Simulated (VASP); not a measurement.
Input of a VASP 6.6.1 run:

INCAR

```
SYSTEM = GaN
PREC = Accurate
ENCUT = 600
EDIFF = 1E-6
ISMEAR = 0
SIGMA = 0.01
LREAL = .False.
LASPH = .True.
NELM = 100
ALGO = Normal
ISIF = 3
LWAVE = .False.
LCHARG = .False.
GGA = PS
IBRION = 2
NSW = 80
EDIFFG = -0.01
```

File KPOINTS:

```
regular mesh
0
Gamma
  8 8 8
  0 0 0
```

POSCAR

```
GaN
1.0
    0.0000000000      2.2535010000      2.2535010000
    2.2535010000      0.0000000000      2.2535010000
    2.2535010000      2.2535010000      0.0000000000
Ga N
1 1
Direct
    0.0000000000      0.0000000000      0.0000000000
    0.7500000000      0.7500000000      0.7500000000
```

Potentials or basis: VASP PAW PBE potentials, release 64 (Ga_d, N).

Launch:

```sh
$ cat potpaw_PBE.64/Ga_d/POTCAR potpaw_PBE.64/N/POTCAR > POTCAR
$ mpirun -np 1 vasp_std > vasp.out
```

Task: Estimate the relaxed volume.

Result: 11.35 Å³/atom.

Task: What does it give for the space group after relaxing (to 0.05 Å)?

Result: F-43m (No. 216).

The path:
| step | energy change (eV) | largest force (eV/Å) | pressure (GPa) | volume (Å³) |
| --- | --- | --- | --- | --- |
| 1 | 0.0000 | 0.0000 | -1.51 | 22.89 |
| 2 | -0.0001 | 0.0000 | 1.76 | 22.53 |
| 3 | -0.0009 | 0.0000 | -0.15 | 22.70 |
| 4 | -0.0008 | 0.0000 | 0.18 | 22.69 |
| 5 | -0.0009 | 0.0000 | 0.08 | 22.69 |

Caveat: the PAW data sets were made with another functional, which shifts forces and pressure a little.
